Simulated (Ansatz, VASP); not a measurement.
One calculation of SiW6, two programs

File INCAR:

```
SYSTEM = SiW6
PREC     = Accurate       ! precision mode
ENCUT    = 520            ! plane-wave cutoff, eV
EDIFF    = 1E-6           ! SCF threshold, eV
ISMEAR   = 0              ! smearing method
SIGMA    = 0.1            ! smearing width, eV
LREAL    = .FALSE.        ! projectors in reciprocal space
LASPH    = .TRUE.         ! aspherical terms in the spheres
NELM     = 60             ! most SCF steps
ALGO     = Normal         ! electronic algorithm
ISIF     = 2              ! what is computed and relaxed
LWAVE    = .FALSE.        ! write WAVECAR
LCHARG   = .FALSE.        ! write CHGCAR
LDIPOL   = .TRUE.       
IDIPOL   = 3            
DIPOL    = 0.5 0.5 0.316
GGA      = PE             ! functional
IVDW     = 12             ! dispersion correction
NBANDS   = 53             ! bands
```

The input KPOINTS:

```
Automatic mesh
0
G
  6 6 1
  0 0 0
```

The input POSCAR:

```
SiW6
1.0
    4.4682526324      0.0000000000      0.0000000000
   -2.2341263162      3.8696202902      0.0000000000
    0.0000000000      0.0000000000     21.7259061349
W Si
6 1
Direct
    0.6666666667      0.3333333333      0.1841119986
    0.3333333333      0.6666666667      0.2260931360
    0.0000000000      0.0000000000      0.2680742733
    0.6666666667      0.3333333333      0.3070897866
    0.3333333333      0.6666666667      0.3466976876
    0.0000000000      0.0000000000      0.3832248047
    0.0000000000      0.0000000000      0.4982948038
```

Input for Ansatz:

```yaml
crystal:
  lattice:
    - [4.4682526324, 0.0, 0.0]
    - [-2.2341263162, 3.8696202902, 0.0]
    - [0.0, 0.0, 21.7259061349]
  atoms:
    - { symbol: W, position: [0.6666666667, 0.3333333333, 0.1841119986] }
    - { symbol: W, position: [0.3333333333, 0.6666666667, 0.226093136] }
    - { symbol: W, position: [0.0, 0.0, 0.2680742733] }
    - { symbol: W, position: [0.6666666667, 0.3333333333, 0.3070897866] }
    - { symbol: W, position: [0.3333333333, 0.6666666667, 0.3466976876] }
    - { symbol: W, position: [0.0, 0.0, 0.3832248047] }
    - { symbol: Si, position: [0.0, 0.0, 0.4982948038] }
basis:
  ecutwfc: 420
kpoints:
  mp_grid: { grid: [6, 6, 1] }
hamiltonian:
  xc: pbe
  pseudopotentials: { kind: paw, azcp: { folder: soft_1 } }
  dispersion: d3bj
scf:
  occupations: { method: gaussian, width: 0.1 }
output:
  forces: true
  eigenvalues: true
efield:
  axis: 3
  dipole_correction: true
  ramp_width: 0.04
```

Alike in both runs: task single point; functional PBE; dispersion D3(BJ); k mesh 6 × 6 × 1; occupations gaussian, width 0.1 eV; no spin polarisation.

```csv
,VASP,Ansatz
version,VASP 6.6.1,Ansatz 0.2.0
potentials or method,"VASP PAW PBE potentials, release 64 (W_sv, Si), cutoff 520 eV","scalar-relativistic, plane waves, PAW"
valence electrons in the cell,88,88
```

VASP gave:

| Item | Value |
| --- | --- |
| gap on the k mesh at the Fermi level (eV) | none |
| rms of the force components (eV/Å) | 0.854 |

Question: What did Ansatz give for the same quantities?

Answer: gap on the k mesh at the Fermi level (eV): none; rms of the force components (eV/Å): 0.843.

Atom by atom the forces differ by 0.022 eV/Å (rms over components). A gap of «none» marks a metal or a gap that the smearing closes.

Neither program's run includes spin-orbit coupling.
